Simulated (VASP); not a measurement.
## ZnCu: single point with PBE

The system is ZnCu.

```
Zn Cu
1.0
     2.94500    0.00000    0.00000
     0.00000    2.94500    0.00000
     0.00000    0.00000    2.94500
Zn Cu
1 1
Cartesian
  1.4364 1.4364 1.4364
  0.0000 0.0000 0.0000
```

This cell differs from its parent crystal: all Zn atoms moved +0.062 Å, as atom 1 towards its neighbour atom 2 (Cu) at 2.550 Å.

- Program: VASP 6.6.1
- Task: single point
- Functional: PBE
- Potentials or basis: VASP PAW PBE potentials, release 64 (Zn, Cu)
- Cutoff: 520 eV
- k mesh: 16 × 16 × 16
- Occupations: gaussian, width 0.15 eV
- Spin: no spin polarisation

The pressure is 3.5 GPa. The largest force is 0.308 eV/Å and the band gap on the k mesh is zero (an odd number of electrons rules out a gap without spin polarisation).

Forces on the atoms (eV/Å):
```
Zn   0.178  0.178  0.178
Cu  -0.178 -0.178 -0.178
```

Stress tensor (GPa, compression positive):
```
3.52 0.15 0.15
0.15 3.52 0.15
0.15 0.15 3.52
```

Levels at points of the mesh, in eV from the Fermi level:
```
           k point  band 8  band 9  band 10  band 11  band 12  band 13  band 14  band 15  band 16  band 17
(0.00, 0.00, 0.00)   -3.58   -2.74    -2.74    -2.74     6.24     6.24     6.24    11.25    11.25    12.27
(0.50, 0.00, 0.00)   -3.69   -3.28    -3.28    -2.81    -2.01    11.68    11.68    12.36    12.36    13.47
(0.50, 0.50, 0.00)   -2.89   -2.89    -2.50    -1.88    -1.88     1.76     2.11    13.95    15.53    15.54
(0.50, 0.50, 0.50)   -4.29   -2.48    -2.48     3.85     4.17     4.27     4.27     4.59     4.59     4.72
```

Run time: 58 s on 1 thread of Intel(R) Xeon(R) 6975P-C (Granite Rapids), with other jobs on the host, peak memory 0.3 GiB.

Caveat: the cell differs from its parent crystal (all Zn atoms moved +0.062 Å, as atom 1 towards its neighbour atom 2 (Cu) at 2.550 Å); the cell stands under pressure.
